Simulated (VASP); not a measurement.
A run of VASP 6.6.1 is set up as follows.

INCAR

```
ALGO = Normal ; EDIFF = 1E-6
ENCUT = 520 ; GGA = PE
ISIF = 2 ; ISMEAR = 0
LASPH = T ; LCHARG = F
LREAL = F ; LWAVE = F
NBANDS = 11 ; NELM = 100
PREC = Accurate ; SIGMA = 0.05
```

Contents of KPOINTS:

```
k-points
0
Gamma
  12 12 12
```

POSCAR

```
BN
1.0
    0.0000000000      1.8673910300      1.8673910300
    1.8673910300      0.0000000000      1.8673910300
    1.8673910300      1.8673910300      0.0000000000
B N
1 1
Direct
    0.0000000000      0.0000000000      0.0000000000
    0.7500000000      0.7500000000      0.7500000000
```

Potentials or basis: VASP PAW PBE potentials, release 64 (B, N).

Run with:

```bash
$ cat potpaw_PBE.64/B/POTCAR potpaw_PBE.64/N/POTCAR > POTCAR
$ mpirun -np 1 vasp_std > vasp.out
```

Question: What does it give for the pressure?

Answer: -28.2 GPa.

Question: Predict the band gap on the k mesh.

Answer: 4.35 eV, indirect (least direct gap 8.36 eV).

Caveat: the cell differs from its parent crystal (strain +0.030 along x and y, +0.030 along z). A k mesh can miss the band edges.
